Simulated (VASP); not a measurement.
Input of a VASP 6.6.1 run:

The input INCAR:

```
PREC = Accurate ; ENCUT = 520
EDIFF = 1E-6 ; ISMEAR = 0
SIGMA = 0.05 ; LREAL = F
LASPH = T ; NELM = 150
ALGO = Fast ; ISIF = 2
LWAVE = F ; LCHARG = F
ISPIN = 2 ; MAGMOM = 0.05 0
LORBIT = 11 ; LMAXMIX = 4
GGA = PE ; NBANDS = 18
```

The input KPOINTS:

```
Automatic mesh
0
Gamma
  12 12 12
```

File POSCAR:

```
NiSb
1.0
    0.0000000000      2.5845393232      2.5845393232
    2.5845393232      0.0000000000      2.5845393232
    2.5845393232      2.5845393232      0.0000000000
Ni Sb
1 1
Direct
    0.5000000000      0.5000000000      0.5000000000
    0.0000000000      0.0000000000      0.0000000000
```

Potentials or basis: VASP PAW PBE potentials, release 64 (Ni, Sb).

Command:

```sh
$ cat potpaw_PBE.64/Ni/POTCAR potpaw_PBE.64/Sb/POTCAR > POTCAR
$ mpirun -np 1 vasp_std > vasp.out
```

Problem. What does it give for the pressure?

Solution. 6.5 GPa.

Problem. What does it give for the net moment?

Solution. 0.00 μB per cell.

Caveat: the cell stands under pressure.
